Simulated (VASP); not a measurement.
Set up this calculation in VASP 6.6.1, as the native input.

```
Task                   : relaxation of cell and atoms
Functional             : PBEsol
Potentials or basis    : VASP PAW PBE potentials, release 64 (K_sv, Br)
Cutoff                 : 500 eV
k mesh                 : 6 × 6 × 6
Occupations            : gaussian, width 0.02 eV
Spin                   : no spin polarisation
Dipole correction      : no
Further INCAR settings : ALGO = Normal; EDIFF = 1e-07; IBRION = 2; EDIFFG = -0.002; NSW = 100; ISIF = 3
```

The structure of KBr (pbesol) lies in POSCAR:

```
KBr
1.0
    0.0000000000      3.3000000000      3.3000000000
    3.3000000000      0.0000000000      3.3000000000
    3.3000000000      3.3000000000      0.0000000000
K Br
1 1
Direct
    0.0000000000      0.0000000000      0.0000000000
    0.5000000000      0.5000000000      0.5000000000
```

One way to write it, as run:

INCAR

```
PREC = Accurate
ENCUT = 500
EDIFF = 1E-7
ISMEAR = 0
SIGMA = 0.02
LREAL = False
LASPH = True
NELM = 120
ALGO = Normal
ISIF = 3
LWAVE = False
LCHARG = False
GGA = PS
IBRION = 2
NSW = 100
EDIFFG = -0.002
GGA_COMPAT = False
NELMIN = 4
```

KPOINTS

```
Automatic mesh
0
Gamma
  6 6 6
```

Potentials or basis: VASP PAW PBE potentials, release 64 (K_sv, Br).

Launch:

```bash
$ cat potpaw_PBE.64/K_sv/POTCAR potpaw_PBE.64/Br/POTCAR > POTCAR
$ mpirun -np 1 vasp_std > vasp.out
```

It gave:

* Relaxed volume: 35.25 Å³/atom
* Relaxed cell: a = 4.637 Å, b = 4.637 Å, c = 4.637 Å, α = 60.00°, β = 60.00°, γ = 60.00°
* Space group after relaxing (to 0.05 Å): Fm-3m (No. 225)
* Energy gained by relaxing: 0.6 meV/atom
* Ionic steps: 4
* Pressure after relaxing: 0.0 GPa
* Band gap on the k mesh: 4.33 eV, direct

Caveat: the PAW data sets were made with another functional, which shifts forces and pressure a little.

It took 69 s on 1 thread of Intel Xeon 8259CL, on a shared host, peak memory 0.22 GiB.
